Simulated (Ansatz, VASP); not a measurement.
Two plane-wave programs on KF

```
K F
1.0
     0.00000    2.65896    2.65896
     2.65896    0.00000    2.65896
     2.65896    2.65896    0.00000
K F
1 1
Direct
  0.00000 0.00000 0.00000
  0.50000 0.50000 0.50000
```

Alike in both runs: task single point; functional PBE; k mesh 6 × 6 × 6; no spin polarisation.

|  | VASP | Ansatz |
| --- | --- | --- |
| version | VASP 6.6.1 | Ansatz 0.2.0 |
| potentials or method | VASP PAW PBE potentials, release 64 (K_sv, F) | plane waves |
| plane-wave cutoff (eV) | 600 | 420 |
| occupations | methfessel-paxton of order 1, width 0.5 eV | cold, width 0.5 eV |
| valence electrons in the cell | 16 | 16 |

|  | VASP | Ansatz | Ansatz less VASP |
| --- | --- | --- | --- |
| gap on the k mesh at the Fermi level (eV) | 6.25 | 6.26 | +0.004 |
| pressure (GPa) | 1.7 | 1.9 | +0.21 |
